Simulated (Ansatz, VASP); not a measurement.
C in VASP and in Ansatz

```
C
1.0
     2.49940    0.00000    0.00000
    -1.24970    2.16454    0.00000
     0.00000    0.00000    4.22300
C
4
Direct
  0.33333 0.66667 0.99974
  0.66667 0.33333 0.49974
  0.33333 0.66667 0.37426
  0.66667 0.33333 0.87426
```

Change from the starting cell: strained cell.

Alike in both runs: functional PBEsol; k mesh 9 × 9 × 6; occupations gaussian, width 0.02 eV; no spin polarisation.

Ansatz relaxed the structure, and its values are those at the end. VASP's run is a single point on that final structure, the one shown.

|  | VASP | Ansatz |
| --- | --- | --- |
| version | VASP 6.6.1 | Ansatz 0.2.0 |
| potentials or method | VASP PAW PBE potentials, release 64 (C), cutoff 520 eV | scalar-relativistic, plane waves, PAW |
| valence electrons in the cell | 16 | 16 |

```tsv
	VASP	Ansatz	Ansatz less VASP
gap on the k mesh at the Fermi level (eV)	3.09	3.11	+0.017
least direct gap on the mesh (eV)	4.86	4.86	+0.002
pressure (GPa)	-5.6	-6.7	-1.06
rms of the force components (eV/Å)	0.006	0.000	-0.0064
```

VASP's potentials were made for PBE, not for PBEsol, and Ansatz warns of the same on its side. Ansatz's warnings: stress scf threshold loose.
